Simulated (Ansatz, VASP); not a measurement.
One calculation of Sc, two programs

The input INCAR:

```
PREC     = Accurate       # precision mode
ENCUT    = 520            # plane-wave cutoff, eV
EDIFF    = 1E-8           # SCF threshold, eV
ISMEAR   = -1             # smearing method
SIGMA    = 0.03           # smearing width, eV
LREAL    = F              # projectors in reciprocal space
LASPH    = T              # aspherical terms in the spheres
NELM     = 60             # most SCF steps
ALGO     = Normal         # electronic algorithm
ISIF     = 2              # what is computed and relaxed
LWAVE    = F              # write WAVECAR
LCHARG   = F              # write CHGCAR
GGA      = PE             # functional
LEFG     = T            
NBANDS   = 12             # bands
```

File KPOINTS:

```
regular mesh
0
Gamma
  12 12 12
```

POSCAR

```
Sc
1.0
    0.0000000000      2.3077279282      2.3077279282
    2.3077279282      0.0000000000      2.3077279282
    2.3077279282      2.3077279282      0.0000000000
Sc
1
Direct
    0.0000000000      0.0000000000      0.0000000000
```

Input for Ansatz:

```yaml
crystal:
  lattice:
    - [0.0, 2.3077279282, 2.3077279282]
    - [2.3077279282, 0.0, 2.3077279282]
    - [2.3077279282, 2.3077279282, 0.0]
  atoms:
    - { symbol: Sc, position: [0.0, 0.0, 0.0] }
kpoints:
  mp_grid: { grid: [12, 12, 12] }
scf:
  occupations: { method: fermi_dirac, width: 0.03 }
hamiltonian:
  xc: pbe
  pseudopotentials: { kind: all_electron, datasets: crystal }
output:
  forces: true
  stress: true
  eigenvalues: true
  efg: { contact_densities: true }
```

Change from the starting cell: volume scaled by 1.05, crystal datasets.

Alike in both runs: task electric field gradients; functional PBE; k mesh 12 × 12 × 12; occupations fermi-dirac, width 0.03 eV; no spin polarisation.

```csv
,VASP,Ansatz
version,VASP 6.6.1,Ansatz 0.2.0
potentials or method,"VASP PAW PBE potentials, release 64 (Sc_sv), cutoff 520 eV","all-electron PAW with datasets made for the crystal, scalar-relativistic"
```

```tsv
	VASP	Ansatz	Ansatz less VASP
pressure (GPa)	0.2	0.2	-0.03
```

Ansatz ran all-electron here, and VASP with PAW potentials.
